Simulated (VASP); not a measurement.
# Si5S in VASP: notebook

Si5S is run at these levels: PBE; tasks: single point.

Everything below comes from runs of VASP 6.6.1. Logs are shortened: lines on timing, memory, paths and dates and some standing lists are left out, and cuts for length are marked.

## 1. The cell of the first run

It takes space group Pmma (No. 51, orthorhombic). Conventional cell: a = 4.788 Å, b = 4.799 Å, c = 8.202 Å, α = 90.00°, β = 90.00°, γ = 90.00°. Within 3.2 Å of Si (site symmetry mm2) lie 2 S at 2.44 Å and 6 Si at 2.55 to 3.04 Å. Si (site symmetry mm2) has 10 Si at 2.49 to 3.09 Å within 3.3 Å. Within 3.3 Å of Si (site symmetry mm2) lie 8 Si at 2.52 to 3.04 Å and 2 S at 3.25 Å. Si (site symmetry mm2) has 7 Si at 2.48 to 3.23 Å and 3 S at 2.63 to 3.10 Å within 3.3 Å. Within 3.2 Å of Si (site symmetry mm2) lie 3 S at 2.45 to 3.08 Å and 5 Si at 2.50 to 3.03 Å. S (site symmetry mm2) has 8 Si at 2.44 to 3.10 Å within 3.2 Å.

## 2. Single point, PBE

The input, INCAR:

```
SYSTEM = Si5S
PREC = Accurate ; ENCUT = 520
EDIFF = 1E-7 ; ISMEAR = 0
SIGMA = 0.1 ; LREAL = .False.
LASPH = .True. ; NELM = 100
ALGO = Normal ; ISIF = 2
LWAVE = .False. ; LCHARG = .False.
GGA = PE ; NBANDS = 38
```

The input, KPOINTS:

```
regular mesh
0
Gamma
  4 4 2
  0 0 0
```

The input, POSCAR:

```
Si5S
1.0
    4.7879984354      0.0000000000      0.0000000000
    0.0000000000      4.7990820666      0.0000000000
    0.0000000000      0.0000000000      8.2018930300
Si S
10 2
Direct
    0.2500000000      0.5000000000      0.2754501949
    0.7500000000      0.5000000000      0.7245498051
    0.7500000000      0.5000000000      0.3809069851
    0.2500000000      0.5000000000      0.9528282781
    0.2500000000      0.5000000000      0.6190930149
    0.7500000000      0.5000000000      0.0471717219
    0.7500000000      0.0000000000      0.4602859166
    0.2500000000      0.0000000000      0.8440909009
    0.2500000000      0.0000000000      0.5397140834
    0.7500000000      0.0000000000      0.1559090991
    0.7500000000      0.0000000000      0.7805257373
    0.2500000000      0.0000000000      0.2194742627
```

Potentials or basis: VASP PAW PBE potentials, release 64 (Si, S).

Started as:

```sh
cat potpaw_PBE.64/Si/POTCAR potpaw_PBE.64/S/POTCAR > POTCAR
mpirun -np 1 vasp_std > vasp.out
```

OUTCAR:

```text
SYSTEM = Si5S
   PREC = Accurate
   ENCUT = 520
   EDIFF = 1E-7
   ISMEAR = 0
   LREAL = .False.
   LASPH = .True.
   NELM = 100
   ISIF = 2
   GGA = PE

 ion  position               nearest neighbor table
   1  0.250  0.500  0.275-  12 2.44  12 2.44   3 2.55   3 2.55   4 2.65   5 2.82   6 3.04   6 3.04

   2  0.750  0.500  0.725-  11 2.44  11 2.44   5 2.55   5 2.55   6 2.65   3 2.82   4 3.04   4 3.04

   3  0.750  0.500  0.381-   7 2.49   7 2.49   1 2.55   1 2.55   6 2.74   2 2.82  10 3.03  10 3.03
                             5 3.09   5 3.09
   4  0.250  0.500  0.953-   6 2.52   6 2.52   8 2.56   8 2.56   1 2.65   5 2.74   2 3.04   2 3.04

   5  0.250  0.500  0.619-   9 2.49   9 2.49   2 2.55   2 2.55   4 2.74   1 2.82   8 3.03   8 3.03
                             3 3.09   3 3.09
   6  0.750  0.500  0.047-   4 2.52   4 2.52  10 2.56  10 2.56   2 2.65   3 2.74   1 3.04   1 3.04

   7  0.750  0.000  0.460-   9 2.48   9 2.48   3 2.49   3 2.49  10 2.50  11 2.63
   8  0.250  0.000  0.844-  11 2.45  11 2.45   9 2.50   4 2.56   4 2.56   5 3.03   5 3.03
   9  0.250  0.000  0.540-   7 2.48   7 2.48   5 2.49   5 2.49   8 2.50  12 2.63
  10  0.750  0.000  0.156-  12 2.45  12 2.45   7 2.50   6 2.56   6 2.56   3 3.03   3 3.03
  11  0.750  0.000  0.781-   2 2.44   2 2.44   8 2.45   8 2.45   7 2.63
  12  0.250  0.000  0.219-   1 2.44   1 2.44  10 2.45  10 2.45   9 2.63

  LATTYP: Found a simple orthorhombic cell.
 ALAT       =     4.7879984354
 B/A-ratio  =     1.0023148778
 C/A-ratio  =     1.7130108000

  Lattice vectors:

 A1 = (   4.7879984354,   0.0000000000,   0.0000000000)
 A2 = (   0.0000000000,   4.7990820666,   0.0000000000)
 A3 = (   0.0000000000,   0.0000000000,   8.2018930300)

Analysis of symmetry for initial positions (statically):
=====================================================================
 Subroutine PRICEL returns:
 Original cell was already a primitive cell.

 Routine SETGRP: Setting up the symmetry group for a
 simple orthorhombic supercell.

 Subroutine GETGRP returns: Found  8 space group operations
 (whereof  4 operations were pure point group operations)
 out of a pool of  8 trial point group operations.

The static configuration has the point symmetry C_2h.
 The point group associated with its full space group is D_2h.

Analysis of symmetry for dynamics (positions and initial velocities):
=====================================================================
 Subroutine PRICEL returns:
 Original cell was already a primitive cell.

 Routine SETGRP: Setting up the symmetry group for a
 simple orthorhombic supercell.

 Subroutine GETGRP returns: Found  8 space group operations
 (whereof  4 operations were pure point group operations)
 out of a pool of  8 trial point group operations.

The dynamic configuration has the point symmetry C_2h.
 The point group associated with its full space group is D_2h.

 Subroutine INISYM returns: Found  8 space group operations
 (whereof  4 operations are pure point group operations),
 and found     1 'primitive' translations

----------------------------------------------------------------------------------------

                                     Primitive cell

  volume of cell :     188.4631

  direct lattice vectors                    reciprocal lattice vectors
     4.787998435  0.000000000  0.000000000     0.208855540  0.000000000  0.000000000
     0.000000000  4.799082067  0.000000000     0.000000000  0.208373182  0.000000000
     0.000000000  0.000000000  8.201893030     0.000000000  0.000000000  0.121923073

  length of vectors
     4.787998435  4.799082067  8.201893030     0.208855540  0.208373182  0.121923073

  position of ions in fractional coordinates (direct lattice)
     0.250000000  0.500000000  0.275450195
     0.750000000  0.500000000  0.724549805
     0.750000000  0.500000000  0.380906985
     0.250000000  0.500000000  0.952828278
     0.250000000  0.500000000  0.619093015
     0.750000000  0.500000000  0.047171722
     0.750000000  0.000000000  0.460285917
     0.250000000  0.000000000  0.844090901
     0.250000000  0.000000000  0.539714083
     0.750000000  0.000000000  0.155909099
     0.750000000  0.000000000  0.780525737
     0.250000000  0.000000000  0.219474263

  ion indices of the primitive-cell ions
   primitive index   ion index
                 1           1
                 2           2
                 3           3
                 4           4
                 5           5
                 6           6
                 7           7
                 8           8
                 9           9
                10          10
                11          11
                12          12

----------------------------------------------------------------------------------------

 KPOINTS: regular mesh

Automatic generation of k-mesh.
 Grid dimensions read from file:
 generate k-points for:    4    4    2

 Generating k-lattice:

  Cartesian coordinates                     Fractional coordinates (reciprocal lattice)
     0.052213885  0.000000000  0.000000000     0.250000000  0.000000000  0.000000000
     0.000000000  0.052093295  0.000000000     0.000000000  0.250000000  0.000000000
     0.000000000  0.000000000  0.060961536     0.000000000  0.000000000  0.500000000

  Length of vectors
     0.052213885  0.052093295  0.060961536

  Shift w.r.t. Gamma in fractional coordinates (k-lattice)
     0.000000000  0.000000000  0.000000000

 Subroutine IBZKPT returns following result:
 ===========================================

 Found     18 irreducible k-points:

 Following reciprocal coordinates:
            Coordinates               Weight
  0.000000  0.000000  0.000000      1.000000
  0.250000  0.000000  0.000000      2.000000
  0.500000  0.000000  0.000000      1.000000
  0.000000  0.250000  0.000000      2.000000
  0.250000  0.250000  0.000000      4.000000
  0.500000  0.250000  0.000000      2.000000
[... 10 lines left out ...]
  0.250000  0.500000  0.500000      2.000000
  0.500000  0.500000  0.500000      1.000000
   k-points           NKPTS =     18   k-points in BZ     NKDIM =     18   number of bands    NBANDS=     38
   number of dos      NEDOS =    301   number of ions     NIONS =     12
   total plane-waves  NPLWV =  82944
   dimension x,y,z NGX =    36 NGY =   36 NGZ =   64
   dimension x,y,z NGXF=    72 NGYF=   72 NGZF=  128
   ions per type =              10   2
   NGX,Y,Z   is equivalent  to a cutoff of  12.50, 12.47, 12.97 a.u.
   NGXF,Y,Z  is equivalent  to a cutoff of  25.00, 24.94, 25.94 a.u.
 SYSTEM =  Si5S
   PREC   = accura    normal or accurate (medium, high low for compatibility)
   ISTART =      0    job   : 0-new  1-cont  2-samecut
   ICHARG =      2    charge: 1-file 2-atom 10-const
   ISPIN  =      1    spin polarized calculation?
   LNONCOLLINEAR =      F non collinear calculations
   LSORBIT =      F    spin-orbit coupling
   LASPH  =      T    aspherical Exc in radial PAW
   ENCUT  =  520.0 eV  38.22 Ry    6.18 a.u.   8.90  8.92 15.25*2*pi/ulx,y,z
   NELM   =    100;   NELMIN=  2; NELMDL= -5     # of ELM steps
   EDIFF  = 0.1E-06   stopping-criterion for ELM
   LREAL  =      F    real-space projection
   EDIFFG = 0.1E-05   stopping-criterion for IOM
   NSW    =      0    number of steps for IOM
   IBRION =     -1    ionic relax: 0-MD 1-quasi-New 2-CG
   NFREE  =      0    steps in history (QN), initial steepest desc. (CG)
   ISIF   =      2    stress and relaxation
   ISYM   =      2    0-nonsym 1-usesym 2-fastsym
   POTIM  = 0.5000    time-step for ionic-motion
   TEBEG  =    0.0;   TEEND  =   0.0 temperature during run
   PSTRESS=    0.0 pullay stress
   NELECT =      52.0000    total number of electrons
   NUPDOWN=      -1.0000    fix difference up-down
   EMIN   =  10.00;   EMAX   =-10.00  energy-range for DOS
   EFERMI =   0.00;   METHOD = LEGACY
   ISMEAR =     0;   SIGMA  =   0.10  broadening in eV -4-tet -1-fermi 0-gaus
   EFERMI_NEDOS =   21; number of points for ismear=-14 and -15
   IALGO  =     38    algorithm
   IMIX   =      4    mixing-type and parameters
     AMIX     =   0.40;   BMIX     =  1.00
     AMIX_MAG =   1.60;   BMIX_MAG =  1.00
  volume/ion in A,a.u.               =      15.71       105.98
  Fermi-wavevector in a.u.,A,eV,Ry     =   1.065779  2.014030 15.454654  1.135885
  Thomas-Fermi vector in A             =   2.201342
   LORBIT       =      0    0 simple, 1 ext, 2 COOP (PROOUT), +10 PAW based schemes
   GGA     = PE    functional components
   LHFCALC =     F    Hartree Fock is set to
   AEXX    =    0.0000 exact exchange contribution
   IVDW    =     0    specifies the selected vdW correction
   LEPSILON=     F    determine dielectric tensor
   LRPA    =     F    only Hartree local field effects (RPA)
 non-spin polarized calculation
 Gauss-broadening in eV      SIGMA  =   0.10
  energy-cutoff  :      520.00
  volume of cell :      188.46
 maximum number of plane-waves:      5112
 NGX is ok and might be reduce to    36
   NGX = 17   NGY = 17   NGZ = 31

 number of electron      52.0000004 magnetization

 Free energy of the ion-electron system (eV)
  ---------------------------------------------------
  ext. energy  EPLUGINS =         0.00000000
  ---------------------------------------------------
  free energy    TOTEN  =       -59.38546543 eV

  energy without entropy =      -59.36702622  energy(sigma->0) =      -59.37624583

 E-fermi :   8.9430     XC(G=0): -10.8070

 val. band max:        8.9394698144   @ k =   0.0000   0.2500   0.5000
 cond. band min:       8.9547534715   @ k =   0.2500   0.5000   0.0000
 fundamental gap:      0.0152836571
 Fermi energy:         8.9429997747

 k-point     1 :       0.0000    0.0000    0.0000
  band No.  band energies     occupation
      1      -6.5727      2.00000
      2      -5.9227      2.00000
      3      -2.6221      2.00000
      4      -1.7498      2.00000
      5      -0.7518      2.00000
      6       1.2564      2.00000
[... 30 lines left out ...]
     37      12.4435      0.00000
     38      12.9672      0.00000

 k-point     2 :       0.2500    0.0000    0.0000
  band No.  band energies     occupation
      1      -6.3289      2.00000
      2      -5.8093      2.00000
      3      -2.4543      2.00000
      4      -1.9006      2.00000
      5      -1.7725      2.00000
      6       0.4966      2.00000
[... 30 lines left out ...]
     37      12.9218      0.00000
     38      13.3391      0.00000

 k-point     3 :       0.5000    0.0000    0.0000
  band No.  band energies     occupation
      1      -5.8560      2.00000
      2      -5.8560      2.00000
      3      -2.6645      2.00000
      4      -2.6645      2.00000
      5      -0.8912      2.00000
      6      -0.8912      2.00000
[... 30 lines left out ...]
     37      12.4770      0.00000
     38      12.4770      0.00000

 k-point     4 :       0.0000    0.2500    0.0000
  band No.  band energies     occupation
      1      -6.3559      2.00000
      2      -5.7747      2.00000
      3      -2.6771      2.00000
      4      -2.0643      2.00000
      5      -1.0116      2.00000
      6       0.1566      2.00000
[... 30 lines left out ...]
     37      13.2331      0.00000
     38      13.2407      0.00000
[... 457 lines left out ...]
      4      -2.7692      2.00000
      5      -1.1025      2.00000
      6       0.5712      2.00000
[... 30 lines left out ...]
     37      13.1135      0.00000
     38      13.6123      0.00000

 k-point    17 :       0.2500    0.5000    0.5000
  band No.  band energies     occupation
      1      -5.7268      2.00000
      2      -5.6785      2.00000
      3      -2.4739      2.00000
      4      -2.3896      2.00000
      5      -1.2904      2.00000
      6      -0.6896      2.00000
[... 30 lines left out ...]
     37      12.5905      0.00000
     38      12.9604      0.00000

 k-point    18 :       0.5000    0.5000    0.5000
  band No.  band energies     occupation
      1      -5.5227      2.00000
      2      -5.5227      2.00000
      3      -1.6023      2.00000
      4      -1.6023      2.00000
      5      -1.4493      2.00000
      6      -1.4493      2.00000
[... 30 lines left out ...]
     37      12.1766      0.00000
     38      12.1887      0.00000

------------------------ aborting loop because EDIFF is reached ----------------------------------------

  FORCE on cell =-STRESS in cart. coord.  units (eV):
  Direction    XX          YY          ZZ          XY          YZ          ZX
  --------------------------------------------------------------------------------------
  -------------------------------------------------------------------------------------
  Total       -1.0179792      0.6409419      0.0353369      0.0000000      0.0000000      0.0000000
  in kB       -8.6541263      5.4488260      0.3004093      0.0000000      0.0000000      0.0000000
  external PRESSURE =      -0.9682970 kB  Pullay stress =       0.0000000 kB

 VOLUME and BASIS-vectors are now :
 -----------------------------------------------------------------------------
  energy-cutoff  :      520.00
  volume of cell :      188.46
      direct lattice vectors                 reciprocal lattice vectors
     4.787998435  0.000000000  0.000000000     0.208855540  0.000000000  0.000000000
     0.000000000  4.799082067  0.000000000     0.000000000  0.208373182  0.000000000
     0.000000000  0.000000000  8.201893030     0.000000000  0.000000000  0.121923073

 POSITION                                       TOTAL-FORCE (eV/Angst)
 -----------------------------------------------------------------------------------
      1.19700      2.39954      2.25921         0.000000      0.000000      0.041970
      3.59100      2.39954      5.94268         0.000000     -0.000000     -0.041970
      3.59100      2.39954      3.12416        -0.000000     -0.000000     -0.036810
      1.19700      2.39954      7.81500        -0.000000     -0.000000     -0.004104
      1.19700      2.39954      5.07773        -0.000000      0.000000      0.036810
      3.59100      2.39954      0.38690         0.000000     -0.000000      0.004104
      3.59100      0.00000      3.77522         0.000000     -0.000000     -0.143791
      1.19700      0.00000      6.92314         0.000000      0.000000     -0.327255
      1.19700      0.00000      4.42668         0.000000     -0.000000      0.143791
      3.59100      0.00000      1.27875         0.000000     -0.000000      0.327255
      3.59100      0.00000      6.40179         0.000000      0.000000     -0.018389
      1.19700      0.00000      1.80010         0.000000     -0.000000      0.018389
 -----------------------------------------------------------------------------------
    total drift:                                0.000000      0.000000     -0.000000

  FREE ENERGIE OF THE ION-ELECTRON SYSTEM (eV)
  ---------------------------------------------------
  free  energy   TOTEN  =       -59.3854654346 eV

  energy  without entropy=      -59.3670262162  energy(sigma->0) =      -59.37624583
```

Wall time 49 s (1 thread of Intel Xeon 6975P-C (Granite Rapids), shared host); peak memory 0.31 GiB.

Results:

```
Free energy            : -59.3855 eV
Pressure               : -0.1 GPa
Largest force          : 0.327 eV/Å
Band gap on the k mesh : zero (band 26 reaches 10.03 eV, above the bottom of band 27 at 7.27 eV)
```

Forces in eV/Å, atoms in the order of the input:
```
Si   0.000  0.000  0.042
Si   0.000  0.000 -0.042
Si   0.000  0.000 -0.037
Si   0.000  0.000 -0.004
Si   0.000  0.000  0.037
Si   0.000  0.000  0.004
Si   0.000  0.000 -0.144
Si   0.000  0.000 -0.327
Si   0.000  0.000  0.144
Si   0.000  0.000  0.327
S    0.000  0.000 -0.018
S    0.000  0.000  0.018
```

Caveat: the k points lie up to 0.38 Å⁻¹ apart.

## 3. Single point, PBE

The input, INCAR:

```
SYSTEM = Si5S
PREC     = Accurate       ! precision mode
ENCUT    = 520            ! plane-wave cutoff, eV
EDIFF    = 1E-7           ! SCF threshold, eV
ISMEAR   = 0              ! smearing method
SIGMA    = 0.2            ! smearing width, eV
LREAL    = .FALSE.        ! projectors in reciprocal space
LASPH    = .TRUE.         ! aspherical terms in the spheres
NELM     = 80             ! most SCF steps
ALGO     = Normal         ! electronic algorithm
ISIF     = 2              ! what is computed and relaxed
LWAVE    = .FALSE.        ! write WAVECAR
LCHARG   = .FALSE.        ! write CHGCAR
GGA      = PE             ! functional
NBANDS   = 38             ! bands
```

The input, KPOINTS:

```
regular mesh
0
G
  6 4 4
  0 0 0
```

The input, POSCAR:

```
Si5S
1.0
    0.0007380683     -0.0020797728      4.7990815591
    4.7879978372      0.0020049739     -0.0013070614
    0.0042116850      8.2018904664     -0.0049309329
Si S
10 2
Direct
    0.0010989625      0.3326827578      0.4745587691
   -0.0009028027      0.8334444714      1.0254517130
   -0.0000819882      0.8328325721      0.3691019789
   -0.0000246377      0.3333076698      0.7971806859
    0.0000851595      0.3335311756      0.1309099488
   -0.0000729776      0.8330779433      0.7028047856
    0.4999636557      0.8329579128      0.2897230473
    0.5000421861      0.3343605559      0.9059180631
    0.5000883702      0.3331735136      0.2102627309
    0.4998932729     -0.1638812867      0.5940703494
    0.5005685135      0.8331860790     -0.0305167734
    0.4993422857      0.3313266352      0.5305347013
```

Potentials or basis: VASP PAW PBE potentials, release 64 (Si, S).

Started as:

```sh
cat potpaw_PBE.64/Si/POTCAR potpaw_PBE.64/S/POTCAR > POTCAR
mpirun -np 1 vasp_std > vasp.out
```

It took 2.6 min on 1 thread of Intel Xeon 6975P-C (Granite Rapids), shared host; peak memory 0.43 GiB.

It converged, with:

* Free energy: -59.4749 eV
* Pressure: -0.1 GPa
* Largest force: 0.024 eV/Å
* Band gap on the k mesh: zero (band 26 reaches 10.02 eV, above the bottom of band 27 at 7.28 eV)

Forces in eV/Å, atoms in the order of the input:
```
Si   0.003 -0.001  0.002
Si   0.003  0.000 -0.003
Si   0.001  0.001  0.000
Si   0.002 -0.005 -0.001
Si  -0.007 -0.001  0.001
Si   0.010  0.006  0.001
Si  -0.012  0.015  0.000
Si  -0.001  0.024 -0.001
Si  -0.003 -0.016  0.000
Si   0.001 -0.023  0.001
S    0.000  0.009  0.003
S    0.003 -0.010 -0.003
```

Levels at points of the mesh, in eV from the Fermi level:
```csv
k point,band 23,band 24,band 25,band 26,band 27,band 28,band 29,band 30
"(0.00, 0.00, 0.00)",-1.90,-1.57,-1.47,-1.32,-0.92,-0.39,-0.08,0.44
"(0.50, 0.00, 0.00)",-1.76,-1.50,-1.42,-0.36,0.37,0.88,0.95,2.37
"(0.00, 0.50, 0.00)",-1.49,-1.47,-0.42,-0.41,0.62,0.63,1.01,1.05
"(0.50, 0.50, 0.00)",-0.79,-0.78,0.95,0.96,1.31,1.31,1.47,1.49
"(0.00, 0.00, 0.50)",-2.20,-2.16,-2.08,-2.02,-1.68,-0.40,1.28,1.35
"(0.50, 0.00, 0.50)",-1.40,-1.01,-0.94,-0.42,-0.05,0.57,0.62,1.24
"(0.00, 0.50, 0.50)",-1.46,-1.46,-0.74,-0.72,0.19,0.19,0.99,0.99
"(0.50, 0.50, 0.50)",0.42,0.42,1.07,1.07,1.17,1.19,2.03,2.05
```
